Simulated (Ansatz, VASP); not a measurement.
# MgH2 in VASP and in Ansatz

```
CELL_PARAMETERS angstrom
3.26981 0.00000 0.00000
0.00000 3.26981 0.00000
0.00000 0.00000 2.68213
ATOMIC_POSITIONS crystal
Mg 0.50000 0.50000 0.00000
H 0.00000 0.50000 0.50000
H 0.50000 0.00000 0.50000
```

Alike in both runs: task relaxation of cell and atoms; functional PBE; k mesh 14 × 14 × 18; occupations gaussian, width 0.1 eV; no spin polarisation.

```csv
,VASP,Ansatz
version,VASP 6.6.1,Ansatz 0.2.0
potentials or method,"VASP PAW PBE potentials, release 64 (Mg, H), cutoff 600 eV","scalar-relativistic, plane waves, PAW"
valence electrons in the cell,4,12
```

|  | VASP | Ansatz | Ansatz less VASP |
| --- | --- | --- | --- |
| gap on the k mesh at the Fermi level, each at its own relaxed structure (eV) | none | none | - |
| relaxed volume (Å³/atom) | 9.53 | 9.59 | +0.051 |
| relaxed cell length with the largest relative difference (Å) | 3.271 | 3.278 | +0.0065 |

A gap of «none» marks a metal or a gap that the smearing closes. VASP's potentials hold 4 valence electrons a cell and Ansatz's 12, so a difference there can come from the potentials and not from the codes.
